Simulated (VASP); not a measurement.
# Ti (P6/mmm) in VASP: a series of runs, part 2 of 2

VASP 6.6.1. The steps go on from the part before.

### Step 6. Relaxation of cell and atoms, PBE, target pressure 16 GPa, at which the enthalpy is minimised

INCAR reads:

```
PREC     = Accurate       # precision mode
ENCUT    = 600            # plane-wave cutoff, eV
EDIFF    = 1E-6           # SCF threshold, eV
ISMEAR   = -1             # smearing method
SIGMA    = 0.1            # smearing width, eV
LREAL    = False          # projectors in reciprocal space
LASPH    = True           # aspherical terms in the spheres
NELM     = 100            # most SCF steps
ALGO     = Normal         # electronic algorithm
ISIF     = 3              # what is computed and relaxed
LWAVE    = False          # write WAVECAR
LCHARG   = False          # write CHGCAR
GGA      = PE             # functional
IBRION   = 2              # ionic algorithm
NSW      = 32             # ionic steps
EDIFFG   = -0.005         # ionic threshold
PSTRESS  = 160.0
```

KPOINTS reads:

```
Automatic mesh
0
Gamma
  16 16 15
```

POSCAR reads:

```
Ti
1.0
    2.6249356642      0.0000000000      0.0000000000
   -1.3124678321      2.2732609685      0.0000000000
    0.0000000000      0.0000000000      2.5925793692
Ti
1
Direct
    0.0000000000      0.0000000000      0.0000000000
```

Potentials or basis: VASP PAW PBE potentials, release 64 (Ti_sv).

On the command line:

```
$ cat potpaw_PBE.64/Ti_sv/POTCAR > POTCAR
$ mpirun -np 1 vasp_std > vasp.out
```

OUTCAR:

```text
PREC = Accurate
   ENCUT = 600
   EDIFF = 1E-6
   ISMEAR = -1
   LREAL = False
   LASPH = True
   NELM = 100
   ISIF = 3
   GGA = PE
   IBRION = 2
   NSW = 32
   EDIFFG = -0.005
   PSTRESS = 160.0

 ion  position               nearest neighbor table
   1  0.000  0.000  0.000-

  LATTYP: Found a hexagonal cell.
 ALAT       =     2.6249356642
 C/A-ratio  =     0.9876734903

  Lattice vectors:

 A1 = (   2.6249356642,   0.0000000000,   0.0000000000)
 A2 = (  -1.3124678321,   2.2732609685,   0.0000000000)
 A3 = (   0.0000000000,   0.0000000000,   2.5925793692)

Analysis of symmetry for initial positions (statically):
=====================================================================
 Subroutine PRICEL returns:
 Original cell was already a primitive cell.

 Routine SETGRP: Setting up the symmetry group for a
 hexagonal supercell.

 Subroutine GETGRP returns: Found 24 space group operations
 (whereof 24 operations were pure point group operations)
 out of a pool of 24 trial point group operations.

[... 166 lines left out ...]
  Direction    XX          YY          ZZ          XY          YZ          ZX
  --------------------------------------------------------------------------------------
  -------------------------------------------------------------------------------------
  Total        1.5077791      1.5077791      1.5147528      0.0000000      0.0000000      0.0000000
  in kB      156.1522615    156.1522615    156.8744893      0.0000000      0.0000000      0.0000000
  external PRESSURE =      -3.6069959 kB  Pullay stress =     160.0000000 kB
[... 61 lines left out ...]
--------------------------------------- Ionic step        3  -------------------------------------------

 number of electron      12.0000002 magnetization

 Free energy of the ion-electron system (eV)
  ---------------------------------------------------
  ext. energy  EPLUGINS =         0.00000000
  ---------------------------------------------------
  free energy    TOTEN  =        -7.39080776 eV

  energy without entropy =       -7.35864385  energy(sigma->0) =       -7.37472580

 E-fermi :   9.3211     XC(G=0): -12.0110

 val. band max:        9.3136593001   @ k =   0.3750   0.2500   0.0000
 cond. band min:       9.3348986980   @ k =   0.2500   0.2500   0.0000
 fundamental gap:      0.0212393979
 Fermi energy:         9.3211216289

 k-point     1 :       0.0000    0.0000    0.0000
  band No.  band energies     occupation
      1     -47.0776      2.00000
      2     -22.7977      2.00000
      3     -22.5683      2.00000
      4     -22.5683      2.00000
      5       3.3015      2.00000
      6       7.7855      2.00000
      7      10.5631      0.00001
      8      10.5631      0.00001
      9      13.8880      0.00000
     10      13.8880      0.00000
[... 287 lines left out ...]
 k-point    24 :       0.2500    0.1875    0.0000
  band No.  band energies     occupation
      1     -46.8432      2.00000
      2     -23.5799      2.00000
      3     -22.9900      2.00000
      4     -22.6572      2.00000
      5       7.1999      2.00000
      6       8.4596      1.99964
      7       9.2896      1.15627
      8      11.8806      0.00000
      9      13.1054      0.00000
     10      14.2967      0.00000

 [... further k-points ...]
[... 5 lines left out ...]
  --------------------------------------------------------------------------------------
  -------------------------------------------------------------------------------------
  Total        1.5432317      1.5432317      1.5458332      0.0000000     -0.0000000      0.0000000
  in kB      160.2182382    160.2182382    160.4883298      0.0000000     -0.0000000      0.0000000
  external PRESSURE =       0.3082687 kB  Pullay stress =     160.0000000 kB
[... 20 lines left out ...]
  energy  without entropy=       -7.3586438485  energy(sigma->0) =       -7.37472580

  enthalpy is  TOTEN    =        -5.8496781622 eV   P V=        1.5411295974

 reached required accuracy - stopping structural energy minimisation
```

Run time: 55 s. Hardware: 1 thread of Intel Xeon 6975P-C, shared host; peak memory 0.18 GiB.

Results:

* Free energy: -7.3908 eV
* Relaxed volume: 15.43 Å³/atom
* Relaxed cell: a = 2.623 Å, b = 2.623 Å, c = 2.591 Å, α = 90.00°, β = 90.00°, γ = 120.00°
* Space group after relaxing (to 0.05 Å): P6/mmm (No. 191)
* Energy change on relaxing (the enthalpy is what falls): +3.8 meV/atom
* Ionic steps: 3
* Pressure after relaxing: 16.0 GPa
* Band gap on the k mesh: zero (band 6 reaches 9.70 eV, above the bottom of band 7 at 9.00 eV)

Step by step:
```csv
step,energy change (eV),largest force (eV/Å),pressure (GPa),volume (Å³)
1,0.0000,0.0000,15.64,15.47
2,0.0078,0.0000,16.38,15.39
3,0.0038,0.0000,16.03,15.43
```

Final structure:
```
Ti
1.0
     2.62264    0.00000    0.00000
    -1.31132    2.27127    0.00000
     0.00000    0.00000    2.59073
Ti
1
Direct
  0.00000 0.00000 0.00000
```

Caveat: the cell is relaxed towards a set pressure, so the enthalpy falls and the energy may rise.

### Step 7. The runs side by side

| task | cell | k mesh | cutoff (eV) | gap on the mesh (eV) | pressure (GPa) |
| --- | --- | --- | --- | --- | --- |
| single point | a = 2.625, b = 2.625, c = 2.593 Å, angles 90.0, 90.0, 120.0°, 1 atom | 16 × 16 × 15 | 520 | none | 15.7 |
| single point | a = 2.625, b = 2.625, c = 2.592 Å, angles 90.0, 90.0, 120.0°, 1 atom | 16 × 16 × 15 | 520 | none | 15.7 |
| single point | a = 4.401, b = 4.401, c = 2.731 Å, angles 90.0, 90.0, 120.0°, 3 atoms | 8 × 8 × 11 | 520 | none | 15.6 |
| single point | a = 4.400, b = 4.400, c = 2.731 Å, angles 90.0, 90.0, 120.0°, 3 atoms | 8 × 8 × 11 | 520 | none | 15.6 |
| relaxation of cell and atoms | relaxed to 16 GPa from a = 2.625, b = 2.625, c = 2.593 Å, angles 90.0, 90.0, 120.0°, 1 atom | 16 × 16 × 15 | 600 | none | 16.0 |

Alike in all rows: level PBE; potentials or basis VASP PAW PBE potentials, release 64 (Ti_sv); no spin polarisation; smearing fermi-dirac 0.1 eV.

Caveats: the cell is relaxed towards a set pressure, so the enthalpy falls and the energy may rise (some runs).

Total energies depend on the potentials used, so only differences within one code and one set of settings carry meaning.
